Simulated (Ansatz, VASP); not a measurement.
Mo: VASP beside Ansatz

```
Mo
1.0
     2.71499    0.00000    0.00000
    -0.90500    2.55972    0.00000
     0.00000    0.00000   20.86712
Mo
5
Direct
  0.00000 0.00000 0.29284
  0.50000 0.50000 0.39364
  0.00000 0.00000 0.50000
  0.50000 0.50000 0.60636
  0.00000 0.00000 0.70716
```

Alike in both runs: functional PBEsol; k mesh 16 × 16 × 1; occupations methfessel-paxton of order 1, width 0.1 eV; no spin polarisation.

Ansatz relaxed the structure, and its values are those at the end. VASP's run is a single point on that final structure, the one shown.

|  | VASP | Ansatz |
| --- | --- | --- |
| version | VASP 6.6.1 | Ansatz 0.2.0 |
| potentials or method | VASP PAW PBE potentials, release 64 (Mo_sv) | scalar-relativistic, plane waves, PAW |
| plane-wave cutoff (eV) | 520 | 420 |
| valence electrons in the cell | 70 | 70 |

```tsv
	VASP	Ansatz	Ansatz less VASP
gap on the k mesh at the Fermi level (eV)	none	none	-
rms of the force components (eV/Å)	0.012	0.002	-0.0101
```

VASP's potentials were made for PBE, not for PBEsol. A gap of «none» marks a metal or a gap that the smearing closes.
